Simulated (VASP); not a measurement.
# Zn (P6_3/mmc) in VASP: further runs

Zn is run at these levels: PBEsol; tasks: electric field gradients.

All numbers are computed with VASP 6.6.1; they aren't measurements. Logs are shortened: lines on timing, memory, paths and dates and some standing lists are left out, and cuts for length are marked.

### Step 1. The cell of the first run

Symmetry: P6_3/mmc, No. 194, hexagonal system. Conventional cell: a = 2.682 Å, b = 2.682 Å, c = 4.979 Å, α = 90.00°, β = 90.00°, γ = 120.00°. Zn (site symmetry -6m2) has 12 Zn at 2.68 to 2.93 Å within 3.5 Å.

### Step 2. Electric field gradients, PBEsol (volume scaled by 1.02)

Input file INCAR:

```
PREC     = Accurate       # precision mode
ENCUT    = 520            # plane-wave cutoff, eV
EDIFF    = 1E-8           # SCF threshold, eV
ISMEAR   = -1             # smearing method
SIGMA    = 0.03           # smearing width, eV
LREAL    = F              # projectors in reciprocal space
LASPH    = T              # aspherical terms in the spheres
NELM     = 60             # most SCF steps
ALGO     = Normal         # electronic algorithm
ISIF     = 2              # what is computed and relaxed
LWAVE    = F              # write WAVECAR
LCHARG   = F              # write CHGCAR
GGA      = PS             # functional
LEFG     = T            
NBANDS   = 19             # bands
```

Input file KPOINTS:

```
regular mesh
0
Gamma
  16 16 8
```

Input file POSCAR:

```
Zn
1.0
    2.6824462367      0.0000000000      0.0000000000
   -1.3412231184      2.3230665853      0.0000000000
    0.0000000000      0.0000000000      4.9794605574
Zn
2
Direct
    0.3333333333      0.6666666667      0.2500000000
    0.6666666667      0.3333333333      0.7500000000
```

Potentials or basis: VASP PAW PBE potentials, release 64 (Zn).

The run is started by

```bash
$ cat potpaw_PBE.64/Zn/POTCAR > POTCAR
$ mpirun -np 1 vasp_std > vasp.out
```

OUTCAR:

```text
PREC = Accurate
   ENCUT = 520
   EDIFF = 1E-8
   ISMEAR = -1
   LREAL = F
   LASPH = T
   NELM = 60
   ISIF = 2
   GGA = PS

 ion  position               nearest neighbor table
   1  0.333  0.667  0.250-   2 2.93   2 2.93   2 2.93   2 2.93   2 2.93   2 2.93
   2  0.667  0.333  0.750-   1 2.93   1 2.93   1 2.93   1 2.93   1 2.93   1 2.93

  LATTYP: Found a hexagonal cell.
 ALAT       =     2.6824462367
 C/A-ratio  =     1.8563132745

  Lattice vectors:

 A1 = (   2.6824462367,   0.0000000000,   0.0000000000)
 A2 = (  -1.3412231184,   2.3230665853,   0.0000000000)
 A3 = (   0.0000000000,   0.0000000000,   4.9794605574)

Analysis of symmetry for initial positions (statically):
=====================================================================
 Subroutine PRICEL returns:
 Original cell was already a primitive cell.

 Routine SETGRP: Setting up the symmetry group for a
 hexagonal supercell.

 Subroutine GETGRP returns: Found 24 space group operations
 (whereof 12 operations were pure point group operations)
 out of a pool of 24 trial point group operations.

The static configuration has the point symmetry D_3d.
 The point group associated with its full space group is D_6h.

Analysis of symmetry for dynamics (positions and initial velocities):
=====================================================================
 Subroutine PRICEL returns:
 Original cell was already a primitive cell.

 Routine SETGRP: Setting up the symmetry group for a
 hexagonal supercell.

 Subroutine GETGRP returns: Found 24 space group operations
 (whereof 12 operations were pure point group operations)
 out of a pool of 24 trial point group operations.

The dynamic configuration has the point symmetry D_3d.
 The point group associated with its full space group is D_6h.

 Subroutine INISYM returns: Found 24 space group operations
 (whereof 12 operations are pure point group operations),
 and found     1 'primitive' translations

----------------------------------------------------------------------------------------

                                     Primitive cell

  volume of cell :      31.0295

  direct lattice vectors                    reciprocal lattice vectors
     2.682446237  0.000000000  0.000000000     0.372794051  0.215232746  0.000000000
    -1.341223118  2.323066585  0.000000000     0.000000000  0.430465492  0.000000000
     0.000000000  0.000000000  4.979460557     0.000000000  0.000000000  0.200824967

  length of vectors
     2.682446237  2.682446237  4.979460557     0.430465492  0.430465492  0.200824967

  position of ions in fractional coordinates (direct lattice)
     0.333333333  0.666666667  0.250000000
     0.666666667  0.333333333  0.750000000

  ion indices of the primitive-cell ions
   primitive index   ion index
                 1           1
                 2           2

----------------------------------------------------------------------------------------

 KPOINTS: regular mesh

Automatic generation of k-mesh.
 Grid dimensions read from file:
 generate k-points for:   16   16    8

 Generating k-lattice:

  Cartesian coordinates                     Fractional coordinates (reciprocal lattice)
     0.023299628  0.013452047  0.000000000     0.062500000  0.000000000  0.000000000
     0.000000000  0.026904093  0.000000000     0.000000000  0.062500000  0.000000000
     0.000000000  0.000000000  0.025103121     0.000000000  0.000000000  0.125000000

  Length of vectors
     0.026904093  0.026904093  0.025103121

  Shift w.r.t. Gamma in fractional coordinates (k-lattice)
     0.000000000  0.000000000  0.000000000

 Subroutine IBZKPT returns following result:
 ===========================================

 Found    150 irreducible k-points:

 Following reciprocal coordinates:
            Coordinates               Weight
  0.000000  0.000000  0.000000      1.000000
  0.062500 -0.000000  0.000000      6.000000
  0.125000 -0.000000  0.000000      6.000000
  0.187500 -0.000000  0.000000      6.000000
  0.250000 -0.000000  0.000000      6.000000
  0.312500 -0.000000  0.000000      6.000000
[... 16 lines left out ...]
  0.187500  0.187500  0.000000      6.000000
  0.250000  0.187500  0.000000     12.000000
 [... further k-points ...]
   k-points           NKPTS =    150   k-points in BZ     NKDIM =    150   number of bands    NBANDS=     19
   number of dos      NEDOS =    301   number of ions     NIONS =      2
   total plane-waves  NPLWV =  16000
   dimension x,y,z NGX =    20 NGY =   20 NGZ =   40
   dimension x,y,z NGXF=    40 NGYF=   40 NGZF=   80
   ions per type =               2
   NGX,Y,Z   is equivalent  to a cutoff of  12.40, 12.40, 13.35 a.u.
   NGXF,Y,Z  is equivalent  to a cutoff of  24.79, 24.79, 26.71 a.u.
 SYSTEM =  unknown system
   PREC   = accura    normal or accurate (medium, high low for compatibility)
   ISTART =      0    job   : 0-new  1-cont  2-samecut
   ICHARG =      2    charge: 1-file 2-atom 10-const
   ISPIN  =      1    spin polarized calculation?
   LNONCOLLINEAR =      F non collinear calculations
   LSORBIT =      F    spin-orbit coupling
   LASPH  =      T    aspherical Exc in radial PAW
   ENCUT  =  520.0 eV  38.22 Ry    6.18 a.u.   4.99  4.99  9.26*2*pi/ulx,y,z
   NELM   =     60;   NELMIN=  2; NELMDL= -5     # of ELM steps
   EDIFF  = 0.1E-07   stopping-criterion for ELM
   LREAL  =      F    real-space projection
   EDIFFG = 0.1E-06   stopping-criterion for IOM
   NSW    =      0    number of steps for IOM
   IBRION =     -1    ionic relax: 0-MD 1-quasi-New 2-CG
   NFREE  =      0    steps in history (QN), initial steepest desc. (CG)
   ISIF   =      2    stress and relaxation
   ISYM   =      2    0-nonsym 1-usesym 2-fastsym
   POTIM  = 0.5000    time-step for ionic-motion
   TEBEG  =    0.0;   TEEND  =   0.0 temperature during run
   PSTRESS=    0.0 pullay stress
   NELECT =      24.0000    total number of electrons
   NUPDOWN=      -1.0000    fix difference up-down
   EMIN   =  10.00;   EMAX   =-10.00  energy-range for DOS
   EFERMI =   0.00;   METHOD = LEGACY
   ISMEAR =    -1;   SIGMA  =   0.03  broadening in eV -4-tet -1-fermi 0-gaus
   EFERMI_NEDOS =   21; number of points for ismear=-14 and -15
   IALGO  =     38    algorithm
   IMIX   =      4    mixing-type and parameters
     AMIX     =   0.40;   BMIX     =  1.00
     AMIX_MAG =   1.60;   BMIX_MAG =  1.00
  volume/ion in A,a.u.               =      15.51       104.70
  Fermi-wavevector in a.u.,A,eV,Ry     =   1.502751  2.839787 30.725485  2.258259
  Thomas-Fermi vector in A             =   2.613950
   LORBIT       =      0    0 simple, 1 ext, 2 COOP (PROOUT), +10 PAW based schemes
   GGA     = PS    functional components
   LHFCALC =     F    Hartree Fock is set to
   AEXX    =    0.0000 exact exchange contribution
   IVDW    =     0    specifies the selected vdW correction
   LEPSILON=     F    determine dielectric tensor
   LRPA    =     F    only Hartree local field effects (RPA)
 non-spin polarized calculation
  energy-cutoff  :      520.00
  volume of cell :       31.03
 maximum number of plane-waves:       855
 NGX is ok and might be reduce to    20
   NGX =  9   NGY =  9   NGZ = 19

 number of electron      24.0000005 magnetization

 Free energy of the ion-electron system (eV)
  ---------------------------------------------------
  ext. energy  EPLUGINS =         0.00000000
  ---------------------------------------------------
  free energy    TOTEN  =        -3.12838355 eV

  energy without entropy =       -3.12781751  energy(sigma->0) =       -3.12810053

 E-fermi :   2.8508     XC(G=0): -11.5969

 val. band max:        2.7927117252   @ k =   0.3750   0.2500   0.5000
 cond. band min:       2.8612725181   @ k =   0.5000  -0.0000   0.5000
 fundamental gap:      0.0685607929
 Fermi energy:         2.8508216863

 k-point     1 :       0.0000    0.0000    0.0000
  band No.  band energies     occupation
      1      -7.4594      2.00000
      2      -5.6979      2.00000
      3      -5.0218      2.00000
      4      -4.8000      2.00000
      5      -4.8000      2.00000
      6      -4.7518      2.00000
[... 11 lines left out ...]
     18      21.5827      0.00000
     19      21.5827      0.00000
[... 485 lines left out ...]
 k-point    24 :       0.2500    0.1875    0.0000
  band No.  band energies     occupation
      1      -5.1675      2.00000
      2      -5.1185      2.00000
      3      -5.1030      2.00000
      4      -4.8134      2.00000
      5      -4.8016      2.00000
      6      -4.7461      2.00000
[... 11 lines left out ...]
     18      13.6682      0.00000
     19      15.1453      0.00000

 [... further k-points ...]

------------------------ aborting loop because EDIFF is reached ----------------------------------------

  FORCE on cell =-STRESS in cart. coord.  units (eV):
  Direction    XX          YY          ZZ          XY          YZ          ZX
  --------------------------------------------------------------------------------------
  -------------------------------------------------------------------------------------
  Total       -1.2863079     -1.2863079     -1.1179917      0.0000000      0.0000000      0.0000000
  in kB      -66.4171959    -66.4171959    -57.7263624      0.0000000      0.0000000      0.0000000
  external PRESSURE =     -63.5202514 kB  Pullay stress =       0.0000000 kB

 VOLUME and BASIS-vectors are now :
 -----------------------------------------------------------------------------
  energy-cutoff  :      520.00
  volume of cell :       31.03
      direct lattice vectors                 reciprocal lattice vectors
     2.682446237  0.000000000  0.000000000     0.372794051  0.215232746  0.000000000
    -1.341223118  2.323066585  0.000000000     0.000000000  0.430465492  0.000000000
     0.000000000  0.000000000  4.979460557     0.000000000  0.000000000  0.200824967

 POSITION                                       TOTAL-FORCE (eV/Angst)
 -----------------------------------------------------------------------------------
     -0.00000      1.54871      1.24487         0.000000     -0.000000     -0.000000
      1.34122      0.77436      3.73460        -0.000000      0.000000      0.000000
 -----------------------------------------------------------------------------------
    total drift:                               -0.000000      0.000000      0.000000

  FREE ENERGIE OF THE ION-ELECTRON SYSTEM (eV)
  ---------------------------------------------------
  free  energy   TOTEN  =        -3.1283835451 eV

  energy  without entropy=       -3.1278175058  energy(sigma->0) =       -3.12810053

 Electric field gradients (V/A^2)
---------------------------------------------------------------------
 ion       V_xx      V_yy      V_zz      V_xy      V_xz      V_yz
---------------------------------------------------------------------
   1     -18.208   -18.200    36.409     0.007     0.000    -0.000
   2     -18.208   -18.200    36.409     0.007    -0.000     0.000
---------------------------------------------------------------------

 Electric field gradients after diagonalization (V/A^2)
 (convention: |V_zz| > |V_xx| > |V_yy|)
----------------------------------------------------------------------
 ion       V_xx      V_yy      V_zz     asymmetry (V_yy - V_xx)/ V_zz
----------------------------------------------------------------------
   1     -18.212   -18.196    36.409       0.000
   2     -18.212   -18.196    36.409       0.000
----------------------------------------------------------------------

           NMR quadrupolar parameters

 Cq : quadrupolar parameter    Cq=e*Q*V_zz/h
 eta: asymmetry parameters     (V_yy - V_xx)/ V_zz
 Q  : nuclear electric quadrupole moment in mb (millibarn)
----------------------------------------------------------------------
 ion       Cq(MHz)       eta       Q (mb)
----------------------------------------------------------------------
   1       0.088       0.000       1.000
   2       0.088       0.000       1.000
----------------------------------------------------------------------
```

It took 35 s on 1 thread of AMD EPYC 9R45 (Zen 5), shared host; peak memory 0.16 GiB.

What came out:

| Quantity | Value |
| --- | --- |
| Free energy | -3.1284 eV |
| Pressure | -6.4 GPa |
| Band gap on the k mesh | zero (band 12 reaches 4.04 eV, above the bottom of band 13 at -0.25 eV) |

Stress tensor (GPa, compression positive):
```
-6.64  0.00  0.00
 0.00 -6.64  0.00
 0.00  0.00 -5.77
```

Electric field gradients, principal values (V/Å²):
```
atom    least   middle  greatest (by size)
1 Zn  -18.196  -18.212              36.409
2 Zn  -18.196  -18.212              36.409
```

Caveat: without QUAD_EFG the Cq values of the log hold for a quadrupole moment of 1 mb, not for the nuclei; the PAW data sets were made with another functional, which shifts forces and pressure a little.

### Step 3. Electric field gradients, PBEsol (volume scaled by 1.04)

Input file INCAR:

```
SYSTEM = Zn
ALGO = Normal
EDIFF = 1E-8
ENCUT = 520
GGA = PS
ISIF = 2
ISMEAR = -1
LASPH = .TRUE.
LCHARG = .FALSE.
LEFG = .TRUE.
LREAL = .FALSE.
LWAVE = .FALSE.
NBANDS = 19
NELM = 80
PREC = Accurate
SIGMA = 0.03
```

Input file KPOINTS:

```
k-points
0
G
  16 16 8
  0 0 0
```

Input file POSCAR:

```
Zn
1.0
    2.6998652069      0.0000000000      0.0000000000
   -1.3499326034      2.3381518559      0.0000000000
    0.0000000000      0.0000000000      5.0117956229
Zn
2
Direct
    0.3333333333      0.6666666667      0.2500000000
    0.6666666667      0.3333333333      0.7500000000
```

Potentials or basis: VASP PAW PBE potentials, release 64 (Zn).

The run is started by

```bash
$ cat potpaw_PBE.64/Zn/POTCAR > POTCAR
$ mpirun -np 1 vasp_std > vasp.out
```

OUTCAR:

```text
SYSTEM = Zn
   EDIFF = 1E-8
   ENCUT = 520
   GGA = PS
   ISIF = 2
   ISMEAR = -1
   LASPH = .TRUE.
   LREAL = .FALSE.
   NELM = 80
   PREC = Accurate

 ion  position               nearest neighbor table
   1  0.333  0.667  0.250-   2 2.95   2 2.95   2 2.95   2 2.95   2 2.95   2 2.95
   2  0.667  0.333  0.750-   1 2.95   1 2.95   1 2.95   1 2.95   1 2.95   1 2.95

  LATTYP: Found a hexagonal cell.
 ALAT       =     2.6998652069
 C/A-ratio  =     1.8563132745

  Lattice vectors:

 A1 = (   2.6998652069,   0.0000000000,   0.0000000000)
 A2 = (  -1.3499326034,   2.3381518559,   0.0000000000)
 A3 = (   0.0000000000,   0.0000000000,   5.0117956229)

Analysis of symmetry for initial positions (statically):
=====================================================================
 Subroutine PRICEL returns:
 Original cell was already a primitive cell.

 Routine SETGRP: Setting up the symmetry group for a
 hexagonal supercell.
[... 719 lines left out ...]
  volume of cell :       31.64
      direct lattice vectors                 reciprocal lattice vectors
     2.699865207  0.000000000  0.000000000     0.370388861  0.213844109  0.000000000
    -1.349932603  2.338151856  0.000000000     0.000000000  0.427688218  0.000000000
     0.000000000  0.000000000  5.011795623     0.000000000  0.000000000  0.199529286

 POSITION                                       TOTAL-FORCE (eV/Angst)
 -----------------------------------------------------------------------------------
     -0.00000      1.55877      1.25295         0.000000     -0.000000      0.000000
      1.34993      0.77938      3.75885        -0.000000      0.000000     -0.000000
 -----------------------------------------------------------------------------------
    total drift:                               -0.000000      0.000000      0.000000

  FREE ENERGIE OF THE ION-ELECTRON SYSTEM (eV)
  ---------------------------------------------------
  free  energy   TOTEN  =        -3.1022659868 eV

  energy  without entropy=       -3.1015789619  energy(sigma->0) =       -3.10192247

 Electric field gradients (V/A^2)
---------------------------------------------------------------------
 ion       V_xx      V_yy      V_zz      V_xy      V_xz      V_yz
---------------------------------------------------------------------
   1     -17.622   -17.613    35.235     0.008     0.000    -0.000
   2     -17.622   -17.613    35.235     0.008    -0.000     0.000
---------------------------------------------------------------------

 Electric field gradients after diagonalization (V/A^2)
 (convention: |V_zz| > |V_xx| > |V_yy|)
----------------------------------------------------------------------
 ion       V_xx      V_yy      V_zz     asymmetry (V_yy - V_xx)/ V_zz
----------------------------------------------------------------------
   1     -17.626   -17.609    35.235       0.001
   2     -17.626   -17.609    35.235       0.001
----------------------------------------------------------------------

           NMR quadrupolar parameters

 Cq : quadrupolar parameter    Cq=e*Q*V_zz/h
 eta: asymmetry parameters     (V_yy - V_xx)/ V_zz
 Q  : nuclear electric quadrupole moment in mb (millibarn)
----------------------------------------------------------------------
 ion       Cq(MHz)       eta       Q (mb)
----------------------------------------------------------------------
   1       0.085       0.001       1.000
   2       0.085       0.001       1.000
----------------------------------------------------------------------
```

Run time: 35 s. Hardware: 1 thread of AMD EPYC 9R45 (Zen 5), shared host; peak memory 0.16 GiB.

What came out:

| Item | Value |
| --- | --- |
| Free energy | -3.1023 eV |
| Pressure | -7.4 GPa |
| Band gap on the k mesh | zero (band 12 reaches 3.88 eV, above the bottom of band 13 at -0.40 eV) |

Stress tensor (GPa, compression positive):
```
-7.82  0.00  0.00
 0.00 -7.82  0.00
 0.00  0.00 -6.52
```

Electric field gradients, principal values (V/Å²):
```
atom    least   middle  greatest (by size)
1 Zn  -17.609  -17.626              35.235
2 Zn  -17.609  -17.626              35.235
```

Caveat: without QUAD_EFG the Cq values of the log hold for a quadrupole moment of 1 mb, not for the nuclei; the PAW data sets were made with another functional, which shifts forces and pressure a little.

(Continued in part 2 of 2.)
